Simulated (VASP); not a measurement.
# Ba in VASP: further runs

Ba is run at these levels: PBE; tasks: single point.

All numbers are computed with VASP 6.6.1; they aren't measurements. Logs are shortened: lines on timing, memory, paths and dates and some standing lists are left out, and cuts for length are marked.

## (1) The cell of the first run

The structure is orthorhombic, space group Cmmm (No. 65). The conventional cell has a = 4.468 Å, b = 7.394 Å, c = 3.961 Å, α = 90.00°, β = 90.00°, γ = 90.00°. Ba (site symmetry mmm) has 8 Ba at 3.96 to 4.47 Å within 5.2 Å.

## (2) Single point, PBE (strained)

File INCAR:

```
PREC = Accurate ; ENCUT = 520
EDIFF = 1E-6 ; ISMEAR = 0
SIGMA = 0.1 ; LREAL = F
LASPH = T ; NELM = 80
ALGO = Fast ; ISIF = 2
LWAVE = F ; LCHARG = T
GGA = PE ; LELF = T
LVHAR = T ; NBANDS = 11
```

File KPOINTS:

```
Automatic mesh
0
Gamma
  10 10 10
```

File POSCAR:

```
Ba
1.0
    4.3189434412      0.0862322740      0.0000000000
   -2.0847923808      3.7834532382      0.0000000000
    0.0000000000      0.0000000000      3.9607264668
Ba
1
Direct
    0.0000000000      0.0000000000      0.0000000000
```

Potentials or basis: VASP PAW PBE potentials, release 64 (Ba_sv).

On the command line:

```
> cat potpaw_PBE.64/Ba_sv/POTCAR > POTCAR
> mpirun -np 1 vasp_std > vasp.out
```

OUTCAR:

```text
PREC = Accurate
   ENCUT = 520
   EDIFF = 1E-6
   ISMEAR = 0
   LREAL = F
   LASPH = T
   NELM = 80
   ISIF = 2
   GGA = PE

 ion  position               nearest neighbor table
   1  0.000  0.000  0.000-

  LATTYP: Found a base centered orthorhombic cell.
 ALAT       =     4.4683214884
 B/A-ratio  =     1.6548514699
 C/A-ratio  =     0.8864014098

  Lattice vectors:

 A1 = (   4.3189434412,   0.0862322740,   0.0000000000)
 A2 = (  -2.0847923808,   3.7834532382,   0.0000000000)
 A3 = (   0.0000000000,   0.0000000000,   3.9607264668)

Analysis of symmetry for initial positions (statically):
=====================================================================
 Subroutine PRICEL returns:
 Original cell was already a primitive cell.

 Routine SETGRP: Setting up the symmetry group for a
 base centered orthorhombic supercell.

 Subroutine GETGRP returns: Found  8 space group operations
 (whereof  8 operations were pure point group operations)
 out of a pool of  8 trial point group operations.

The static configuration has the point symmetry D_2h.

Analysis of symmetry for dynamics (positions and initial velocities):
=====================================================================
 Subroutine PRICEL returns:
 Original cell was already a primitive cell.

 Routine SETGRP: Setting up the symmetry group for a
 base centered orthorhombic supercell.

 Subroutine GETGRP returns: Found  8 space group operations
 (whereof  8 operations were pure point group operations)
 out of a pool of  8 trial point group operations.

The dynamic configuration has the point symmetry D_2h.

 Subroutine INISYM returns: Found  8 space group operations
 (whereof  8 operations are pure point group operations),
 and found     1 'primitive' translations

----------------------------------------------------------------------------------------

                                     Primitive cell

  volume of cell :      65.4324

  direct lattice vectors                    reciprocal lattice vectors
     4.318943441  0.086232274  0.000000000     0.229018477  0.126195818  0.000000000
    -2.084792381  3.783453238  0.000000000    -0.005219777  0.261432555  0.000000000
     0.000000000  0.000000000  3.960726467     0.000000000  0.000000000  0.252478935

  length of vectors
     4.319804215  4.319823802  3.960726467     0.261485845  0.261484659  0.252478935

  position of ions in fractional coordinates (direct lattice)
     0.000000000  0.000000000  0.000000000

  ion indices of the primitive-cell ions
   primitive index   ion index
                 1           1

----------------------------------------------------------------------------------------

 KPOINTS: Automatic mesh

Automatic generation of k-mesh.
 Grid dimensions read from file:
 generate k-points for:   10   10   10

 Generating k-lattice:

  Cartesian coordinates                     Fractional coordinates (reciprocal lattice)
     0.022901848  0.012619582  0.000000000     0.100000000  0.000000000  0.000000000
    -0.000521978  0.026143256  0.000000000     0.000000000  0.100000000  0.000000000
     0.000000000  0.000000000  0.025247893     0.000000000  0.000000000  0.100000000

  Length of vectors
     0.026148584  0.026148466  0.025247893

  Shift w.r.t. Gamma in fractional coordinates (k-lattice)
     0.000000000  0.000000000  0.000000000

 Subroutine IBZKPT returns following result:
 ===========================================

 Found    186 irreducible k-points:

 Following reciprocal coordinates:
            Coordinates               Weight
  0.000000  0.000000  0.000000      1.000000
  0.100000  0.000000  0.000000      4.000000
  0.200000  0.000000  0.000000      4.000000
  0.300000  0.000000  0.000000      4.000000
  0.400000  0.000000  0.000000      4.000000
  0.500000 -0.000000  0.000000      2.000000
[... 16 lines left out ...]
  0.300000  0.300000  0.000000      2.000000
  0.400000  0.300000  0.000000      4.000000
 [... further k-points ...]
   k-points           NKPTS =    186   k-points in BZ     NKDIM =    186   number of bands    NBANDS=     11
   number of dos      NEDOS =    301   number of ions     NIONS =      1
   total plane-waves  NPLWV =  30720
   dimension x,y,z NGX =    32 NGY =   32 NGZ =   30
   dimension x,y,z NGXF=    64 NGYF=   64 NGZF=   60
   ions per type =               1
   NGX,Y,Z   is equivalent  to a cutoff of  12.32, 12.32, 12.59 a.u.
   NGXF,Y,Z  is equivalent  to a cutoff of  24.63, 24.63, 25.18 a.u.
 SYSTEM =  unknown system
   PREC   = accura    normal or accurate (medium, high low for compatibility)
   ISTART =      0    job   : 0-new  1-cont  2-samecut
   ICHARG =      2    charge: 1-file 2-atom 10-const
   ISPIN  =      1    spin polarized calculation?
   LNONCOLLINEAR =      F non collinear calculations
   LSORBIT =      F    spin-orbit coupling
   LASPH  =      T    aspherical Exc in radial PAW
   ENCUT  =  520.0 eV  38.22 Ry    6.18 a.u.   8.03  8.03  7.36*2*pi/ulx,y,z
   NELM   =     80;   NELMIN=  2; NELMDL= -5     # of ELM steps
   EDIFF  = 0.1E-05   stopping-criterion for ELM
   LREAL  =      F    real-space projection
   EDIFFG = 0.1E-04   stopping-criterion for IOM
   NSW    =      0    number of steps for IOM
   IBRION =     -1    ionic relax: 0-MD 1-quasi-New 2-CG
   NFREE  =      0    steps in history (QN), initial steepest desc. (CG)
   ISIF   =      2    stress and relaxation
   ISYM   =      2    0-nonsym 1-usesym 2-fastsym
   POTIM  = 0.5000    time-step for ionic-motion
   TEBEG  =    0.0;   TEEND  =   0.0 temperature during run
   PSTRESS=    0.0 pullay stress
   NELECT =      10.0000    total number of electrons
   NUPDOWN=      -1.0000    fix difference up-down
   EMIN   =  10.00;   EMAX   =-10.00  energy-range for DOS
   EFERMI =   0.00;   METHOD = LEGACY
   ISMEAR =     0;   SIGMA  =   0.10  broadening in eV -4-tet -1-fermi 0-gaus
   EFERMI_NEDOS =   21; number of points for ismear=-14 and -15
   IALGO  =     68    algorithm
   IMIX   =      4    mixing-type and parameters
     AMIX     =   0.40;   BMIX     =  1.00
     AMIX_MAG =   1.60;   BMIX_MAG =  1.00
  volume/ion in A,a.u.               =      65.43       441.56
  Fermi-wavevector in a.u.,A,eV,Ry     =   0.875274  1.654028 10.423481  0.766104
  Thomas-Fermi vector in A             =   1.994922
   LORBIT       =      0    0 simple, 1 ext, 2 COOP (PROOUT), +10 PAW based schemes
   GGA     = PE    functional components
   LHFCALC =     F    Hartree Fock is set to
   AEXX    =    0.0000 exact exchange contribution
   IVDW    =     0    specifies the selected vdW correction
   LEPSILON=     F    determine dielectric tensor
   LRPA    =     F    only Hartree local field effects (RPA)
 non-spin polarized calculation
 RMM-DIIS sequential band-by-band and
 Gauss-broadening in eV      SIGMA  =   0.10
  energy-cutoff  :      520.00
  volume of cell :       65.43
 maximum number of plane-waves:      1788
   NGX = 17   NGY = 17   NGZ = 15

 number of electron      10.0000000 magnetization

 number of electron       9.9999999 magnetization

 Free energy of the ion-electron system (eV)
  ---------------------------------------------------
  ext. energy  EPLUGINS =         0.00000000
  ---------------------------------------------------
  free energy    TOTEN  =        -1.72544607 eV

  energy without entropy =       -1.72064322  energy(sigma->0) =       -1.72304465

 E-fermi :   1.5669     XC(G=0):  -7.2798

 val. band max:        1.5641564672   @ k =   0.4000   0.1000   0.3000
 cond. band min:       1.5827541600   @ k =   0.4000   0.3000   0.0000
 fundamental gap:      0.0185976928
 Fermi energy:         1.5669053737

 k-point     1 :       0.0000    0.0000    0.0000
  band No.  band energies     occupation
      1     -27.6349      2.00000
      2     -12.5969      2.00000
      3     -12.5752      2.00000
      4     -12.4915      2.00000
      5      -1.1490      2.00000
      6       1.6603      0.18635
      7       2.9467      0.00000
      8       3.4275      0.00000
      9       6.1528      0.00000
     10       6.2322      0.00000
     11       7.4912      0.00000

 k-point     2 :       0.1000    0.0000    0.0000
  band No.  band energies     occupation
      1     -27.6318      2.00000
      2     -12.6346      2.00000
      3     -12.5887      2.00000
      4     -12.4874      2.00000
      5      -0.9910      2.00000
      6       1.7254      0.02504
      7       2.7986      0.00000
      8       3.5073      0.00000
      9       5.8746      0.00000
     10       6.1755      0.00000
     11       7.9499      0.00000

 k-point     3 :       0.2000    0.0000    0.0000
  band No.  band energies     occupation
      1     -27.6234      2.00000
      2     -12.7425      2.00000
      3     -12.6121      2.00000
      4     -12.4766      2.00000
      5      -0.5615      2.00000
      6       1.8729      0.00002
      7       2.4287      0.00000
      8       3.9214      0.00000
      9       5.3187      0.00000
     10       6.0805      0.00000
     11       8.4774      0.00000

 k-point     4 :       0.3000    0.0000    0.0000
  band No.  band energies     occupation
      1     -27.6131      2.00000
      2     -12.8726      2.00000
      3     -12.6391      2.00000
      4     -12.4632      2.00000
      5       0.0019      2.00000
      6       1.8493      0.00007
      7       2.3267      0.00000
      8       4.6262      0.00000
      9       4.8231      0.00000
     10       5.9720      0.00000
     11       7.6415      0.00000
[... 239 lines left out ...]
 k-point    22 :      -0.2000    0.2000    0.0000
  band No.  band energies     occupation
      1     -27.6210      2.00000
      2     -12.7418      2.00000
      3     -12.6400      2.00000
      4     -12.4738      2.00000
      5      -0.5158      2.00000
      6       1.9013      0.00000
      7       2.5797      0.00000
      8       3.6290      0.00000
      9       5.3255      0.00000
     10       5.9791      0.00000
     11       8.7881      0.00000

 k-point    23 :       0.3000    0.3000    0.0000
  band No.  band energies     occupation
      1     -27.5965      2.00000
      2     -12.8995      2.00000
      3     -12.8593      2.00000
      4     -12.4419      2.00000
      5       1.4731      1.81516
      6       1.8926      0.00000
      7       2.0374      0.00000
      8       4.7730      0.00000
      9       5.0154      0.00000
     10       5.6789      0.00000
     11       6.3758      0.00000

 k-point    24 :       0.4000    0.3000    0.0000
  band No.  band energies     occupation
      1     -27.5947      2.00000
      2     -12.9404      2.00000
      3     -12.8359      2.00000
      4     -12.4398      2.00000
      5       1.5828      0.82265
      6       1.7212      0.02911
      7       2.1271      0.00000
      8       4.6948      0.00000
      9       5.0661      0.00000
     10       5.6159      0.00000
     11       6.6269      0.00000

 [... further k-points ...]
[... 5 lines left out ...]
  --------------------------------------------------------------------------------------
  -------------------------------------------------------------------------------------
  Total       -0.1694219     -0.2993292      0.0891468     -0.1125006      0.0000000      0.0000000
  in kB       -4.1484662     -7.3293752      2.1828488     -2.7546900      0.0000000      0.0000000
  external PRESSURE =      -3.0983309 kB  Pullay stress =       0.0000000 kB

 VOLUME and BASIS-vectors are now :
 -----------------------------------------------------------------------------
  energy-cutoff  :      520.00
  volume of cell :       65.43
      direct lattice vectors                 reciprocal lattice vectors
     4.318943441  0.086232274  0.000000000     0.229018477  0.126195818  0.000000000
    -2.084792381  3.783453238  0.000000000    -0.005219777  0.261432555  0.000000000
     0.000000000  0.000000000  3.960726467     0.000000000  0.000000000  0.252478935

 POSITION                                       TOTAL-FORCE (eV/Angst)
 -----------------------------------------------------------------------------------
      0.00000      0.00000      0.00000         0.000000      0.000000      0.000000
 -----------------------------------------------------------------------------------
    total drift:                                0.000000     -0.000000     -0.000000

  FREE ENERGIE OF THE ION-ELECTRON SYSTEM (eV)
  ---------------------------------------------------
  free  energy   TOTEN  =        -1.7254460705 eV

  energy  without entropy=       -1.7206432199  energy(sigma->0) =       -1.72304465
```

Wall time 95 s (1 thread of Intel Xeon 8259CL, shared host); peak memory 0.27 GiB.

What came out:

* Free energy: -1.7254 eV
* Pressure: -0.3 GPa
* Band gap on the k mesh: zero (bands 5 and 6 overlap by 0.39 eV)

Caveat: the cell differs from its parent crystal (strained); spin-orbit coupling is left out, which moves the levels of the heavy elements.

## (3) Single point, PBE (the cell strained at random)

File INCAR:

```
PREC = Accurate
ENCUT = 520
EDIFF = 1E-6
ISMEAR = 0
SIGMA = 0.1
LREAL = False
LASPH = True
NELM = 80
ALGO = Fast
ISIF = 2
LWAVE = False
LCHARG = False
GGA = PE
NBANDS = 11
```

KPOINTS is that of step 2.

File POSCAR:

```
Ba
1.0
    4.4187141822     -0.0862322740      0.0514806676
   -2.2840364310      3.9318187229     -0.0584125450
    0.0467261548     -0.0342423664      4.0846251319
Ba
1
Direct
    0.0000000000      0.0000000000      0.0000000000
```

Potentials or basis: VASP PAW PBE potentials, release 64 (Ba_sv).

On the command line:

```
> cat potpaw_PBE.64/Ba_sv/POTCAR > POTCAR
> mpirun -np 1 vasp_std > vasp.out
```

It took 6.6 min on 1 thread of Intel Xeon 8259CL, shared host; peak memory 0.5 GiB.

It converged, with:

```
Free energy            : -1.7126 eV
Pressure               : -0.7 GPa
Band gap on the k mesh : zero (bands 5 and 6 overlap by 0.38 eV)
```

Stress tensor (GPa, compression positive):
```
-0.77  0.24  0.09
 0.24 -0.96 -0.06
 0.09 -0.06 -0.51
```

Levels at points of the mesh, in eV from the Fermi level:
| k point | band 2 | band 3 | band 4 | band 5 | band 6 | band 7 | band 8 | band 9 |
| --- | --- | --- | --- | --- | --- | --- | --- | --- |
| (0.00, 0.00, 0.00) | -14.28 | -14.26 | -14.21 | -2.67 | 0.14 | 1.37 | 1.78 | 4.25 |
| (0.50, 0.00, 0.00) | -14.64 | -14.38 | -14.17 | -0.89 | 0.40 | 0.82 | 2.59 | 3.83 |
| (0.00, 0.50, 0.00) | -14.63 | -14.35 | -14.17 | -0.94 | 0.38 | 0.67 | 2.61 | 3.96 |
| (0.50, 0.50, 0.00) | -14.62 | -14.34 | -14.17 | -0.95 | 0.37 | 0.65 | 2.62 | 3.99 |
| (0.00, 0.00, 0.50) | -14.73 | -14.23 | -14.22 | -0.91 | 0.46 | 1.86 | 2.24 | 2.37 |
| (0.50, 0.00, 0.50) | -14.66 | -14.57 | -14.33 | -0.67 | 0.19 | 1.57 | 3.07 | 3.26 |
| (0.00, 0.50, 0.50) | -14.67 | -14.55 | -14.29 | -0.69 | 0.18 | 1.79 | 2.93 | 3.10 |
| (0.50, 0.50, 0.50) | -14.67 | -14.55 | -14.29 | -0.69 | 0.18 | 1.82 | 2.86 | 3.12 |

Caveat: the cell differs from its parent crystal (the cell strained at random); spin-orbit coupling is left out, which moves the levels of the heavy elements.
